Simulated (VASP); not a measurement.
Wanted: the native input for a VASP 6.6.1 run.

```
Task                               : single point
Functional                         : HSE06
Potentials or basis                : VASP PAW PBE potentials, release 64 (Rb_sv, Br)
Cutoff                             : 520 eV
k mesh                             : 4 × 4 × 4
Occupations                        : gaussian, width 0.01 eV
Spin                               : no spin polarisation
Dipole correction                  : no
Grid for exact exchange (PRECFOCK) : Normal
Further INCAR settings             : ALGO = Normal; EDIFF = 1e-07; NBANDS = 15
Share of exact exchange            : 0.25
Screening parameter                : 0.2079 1/Å
```

RbBr:

```
CELL_PARAMETERS angstrom
0.00000 3.86950 3.86950
3.86950 0.00000 3.86950
3.86950 3.86950 0.00000
ATOMIC_POSITIONS crystal
Rb 0.00000 0.00000 0.00000
Br 0.25000 0.25000 0.25000
```

One way to write it, as run:

POSCAR

```
RbBr
1.0
    0.0000000000      3.8694968646      3.8694968646
    3.8694968646      0.0000000000      3.8694968646
    3.8694968646      3.8694968646      0.0000000000
Rb Br
1 1
Direct
    0.0000000000      0.0000000000      0.0000000000
    0.2500000000      0.2500000000      0.2500000000
```

INCAR.step1

```
SYSTEM = RbBr
PREC = Accurate
ENCUT = 520
EDIFF = 1E-5
ISMEAR = 0
SIGMA = 0.01
LREAL = .False.
LASPH = .True.
NELM = 80
ALGO = Normal
ISIF = 2
LWAVE = .True.
LCHARG = .False.
NBANDS = 15
GGA = PE
```

INCAR.step2

```
SYSTEM = RbBr
PREC = Accurate
ENCUT = 520
EDIFF = 1E-7
ISMEAR = 0
SIGMA = 0.01
LREAL = .False.
LASPH = .True.
NELM = 80
ALGO = Normal
ISIF = 2
LWAVE = .False.
LCHARG = .False.
GGA = PE
LHFCALC = .True.
HFSCREEN = 0.2079
PRECFOCK = Normal
NBANDS = 15
ISTART = 1
```

KPOINTS

```
regular mesh
0
Gamma
  4 4 4
  0 0 0
```

Potentials or basis: VASP PAW PBE potentials, release 64 (Rb_sv, Br).

The run is started by

```sh
$ cat potpaw_PBE.64/Rb_sv/POTCAR potpaw_PBE.64/Br/POTCAR > POTCAR
$ cp INCAR.step1 INCAR
$ mpirun -np 1 vasp_std > vasp.out
$ cp INCAR.step2 INCAR
$ mpirun -np 1 vasp_std > vasp.out
```

It gave:

```yaml
Pressure: 0.1 GPa
Band_gap_on_the_k_mesh: 5.18 eV (least direct gap 5.26 eV)
```

Caveat: the structure was generated, so it needn't be the stable form of RbBr; the PAW data sets were made with another functional, which shifts forces and pressure a little.

Wall time 17 min on 1 thread of Intel(R) Xeon(R) Platinum 8375C CPU @ 2.90GHz (Ice Lake) (shared host), peak memory 0.37 GiB.
